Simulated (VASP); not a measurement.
Wanted: the native input for a VASP 6.6.1 run.

* Task: single point
* Functional: PBE
* Potentials or basis: VASP PAW PBE potentials, release 64 (Bi_d, In_d, Si)
* Cutoff: 520 eV
* k mesh: 1 × 1 × 1, shifted
* Occupations: fermi-dirac, width 0.05 eV
* Spin: no spin polarisation
* Dipole correction: no
* Further INCAR settings: LREAL = Auto; ALGO = Normal; EDIFF = 1e-06; NBANDS = 176; ISYM = 0

The structure of In11Si2Bi11 lies in POSCAR:

```
In11Si2Bi11
1.0
    9.1617040000     -0.1627120000      0.1438240000
   -0.1627120000      8.9767840000      0.1858420000
    0.1438240000      0.1858420000      8.6471420000
Bi In Si
11 11 2
Direct
    0.5093495641      0.8128094035      0.0475018432
    0.5177846919      0.5653038184      0.3525602959
    0.0590783865      0.7591080346      0.8278263448
    0.9648679299      0.5321752259      0.4424916726
   -0.0022395586      0.2044801994      0.7554966824
    0.8417353913      0.9528500078      0.5050243997
    0.8709197163      0.0802185271      0.1417209144
    0.1563057994      0.8441963332      0.4206836594
    0.4275579678      0.2855864237      0.1968294207
    0.2703751035      0.4385878922      0.6194643872
    0.5188509293      0.9774334498      0.3759770103
    0.2303343442      0.0779155135      0.9929963471
    0.8340333610      0.5032433024      0.8348533243
    0.5615493235      0.1621398576      0.8582254501
    0.1652922896      0.1802894208      0.4113862887
    0.8058538874      0.7281003872      0.1016303697
    0.6266999599      0.6971591320      0.6336816323
    0.1792203099      0.6694528019      0.1481155705
    0.7014146944      0.2800626766      0.5320026345
    0.3735923271      0.9131015065      0.7146391082
    0.4666590253      0.5061249427      0.8880002156
    0.7598321206      0.3968649779      0.1506474305
    0.1390778744      0.4553117969      0.9531536788
    0.0367041686      0.3559590269      0.2094301125
```

One way to write it, as run:

INCAR

```
SYSTEM = In11Si2Bi11
PREC = Accurate
ENCUT = 520
EDIFF = 1E-6
ISMEAR = -1
SIGMA = 0.05
LREAL = Auto
LASPH = .True.
NELM = 80
ALGO = Normal
ISIF = 2
LWAVE = .False.
LCHARG = .False.
GGA = PE
ISYM = 0
NBANDS = 176
```

KPOINTS

```
Automatic mesh
0
Gamma
  1 1 1
  0.25 0.25 0.25
```

Potentials or basis: VASP PAW PBE potentials, release 64 (Bi_d, In_d, Si).

Command:

```sh
$ cat potpaw_PBE.64/Bi_d/POTCAR potpaw_PBE.64/In_d/POTCAR potpaw_PBE.64/Si/POTCAR > POTCAR
$ mpirun -np 1 vasp_std > vasp.out
```

It gave:

| Property | Result |
| --- | --- |
| Pressure | 2.5 GPa |
| Largest force | 0.857 eV/Å |

Caveat: the k points lie up to 0.73 Å⁻¹ apart; the atoms stand as in a frame of molecular dynamics.

Run time: 4.3 min on 1 thread of Intel(R) Xeon(R) Platinum 8259CL CPU @ 2.50GHz (Skylake/Cascade Lake), with other jobs on the host, peak memory 0.66 GiB.
